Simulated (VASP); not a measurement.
Set up this calculation in VASP 6.6.1, as the native input.

```
Task                   : single point
Functional             : r2SCAN
Potentials or basis    : VASP PAW PBE potentials, release 64 (Zn, S)
Cutoff                 : 520 eV
k mesh                 : 8 × 8 × 8
Occupations            : gaussian, width 0.05 eV
Spin                   : no spin polarisation
Dipole correction      : no
Further INCAR settings : ALGO = Normal; EDIFF = 1e-06; NBANDS = 16
```

The system is ZnS.

```
Zn S
1.0
     0.00000    2.69451    2.69451
     2.69451    0.00000    2.69451
     2.69451    2.69451    0.00000
Zn S
1 1
Cartesian
  0.0000 0.1471 0.0000
  4.0418 3.7418 4.0418
```

This cell differs from its parent crystal: atoms displaced along a vibrational mode.

The input as run:

POSCAR

```
ZnS
1.0
    0.0000000000      2.6945131952      2.6945131952
    2.6945131952      0.0000000000      2.6945131952
    2.6945131952      2.6945131952      0.0000000000
Zn S
1 1
Direct
    0.0272979193     -0.0272979193      0.0272979193
    0.6943313173      0.8056686827      0.6943313173
```

INCAR.step1

```
PREC = Accurate ; ENCUT = 520
ISMEAR = 0 ; SIGMA = 0.05
LREAL = F ; LASPH = T
NELM = 100 ; NBANDS = 16
GGA = PE ; ALGO = Normal
EDIFF = 1E-4 ; LWAVE = T
LCHARG = F
```

INCAR.step2

```
PREC = Accurate ; ENCUT = 520
EDIFF = 1E-6 ; ISMEAR = 0
SIGMA = 0.05 ; LREAL = F
LASPH = T ; NELM = 100
ALGO = Normal ; ISIF = 2
LWAVE = F ; LCHARG = F
METAGGA = R2SCAN ; LMIXTAU = T
NBANDS = 16 ; ISTART = 1
```

KPOINTS

```
regular mesh
0
Gamma
  8 8 8
```

Potentials or basis: VASP PAW PBE potentials, release 64 (Zn, S).

Launch:

```bash
$ cat potpaw_PBE.64/Zn/POTCAR potpaw_PBE.64/S/POTCAR > POTCAR
$ cp INCAR.step1 INCAR
$ mpirun -np 1 vasp_std > vasp.out
$ cp INCAR.step2 INCAR
$ mpirun -np 1 vasp_std > vasp.out
```

It gave:

- Pressure: 6.6 GPa
- Largest force: 2.343 eV/Å
- Band gap on the k mesh: 2.66 eV

Caveat: the cell differs from its parent crystal (atoms displaced along a vibrational mode); the cell stands under pressure; the PAW data sets were made with another functional, which shifts forces and pressure a little.

It took 5 min on 1 thread of Intel Xeon 8259CL, with other jobs on the host, peak memory 0.2 GiB.
